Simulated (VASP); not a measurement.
Input of a VASP 6.6.1 run:

Contents of INCAR:

```
SYSTEM = HPbNO4
  PREC = Accurate
  ENCUT = 520
  EDIFF = 1E-6
  ISMEAR = -1
  SIGMA = 0.05
  LREAL = .FALSE.
  LASPH = .TRUE.
  NELM = 80
  ALGO = Normal
  ISIF = 2
  LWAVE = .FALSE.
  LCHARG = .FALSE.
  GGA = PE
  NBANDS = 31
```

File KPOINTS:

```
Automatic mesh
0
G
  5 5 4
  0 0 0
```

File POSCAR:

```
HPbNO4
1.0
    3.8570700000      0.0017800000     -0.0365800000
    0.1735300000      4.3343600000     -0.0164700000
    0.7580300000      0.8387300000      5.8766200000
H Pb N O
1 1 1 4
Direct
    0.6151100000      0.8955900000      0.1984400000
    0.6459700000      0.4465100000      0.9168500000
    0.7147400000      0.2381000000      0.5005800000
    0.1695800000      0.4700700000      0.7776800000
    0.6291900000      0.9704500000      0.4984500000
    0.5642400000      0.9258300000      0.0384900000
    0.7802200000      0.4225000000      0.3195100000
```

Potentials or basis: VASP PAW PBE potentials, release 64 (H, Pb_d, N, O).

Run with:

```bash
$ cat potpaw_PBE.64/H/POTCAR potpaw_PBE.64/Pb_d/POTCAR potpaw_PBE.64/N/POTCAR potpaw_PBE.64/O/POTCAR > POTCAR
$ mpirun -np 1 vasp_std > vasp.out
```

(1) Estimate the band gap on the k mesh.

(2) What does it give for the largest force?

(3) Estimate the pressure.

Results:

(1) 0.26 eV, indirect (least direct gap 0.46 eV).

(2) 0.623 eV/Å.

(3) 0.6 GPa.

Caveat: the standard files for N, O and F lose accuracy on very short bonds; spin-orbit coupling is left out, which moves the levels of the heavy elements.
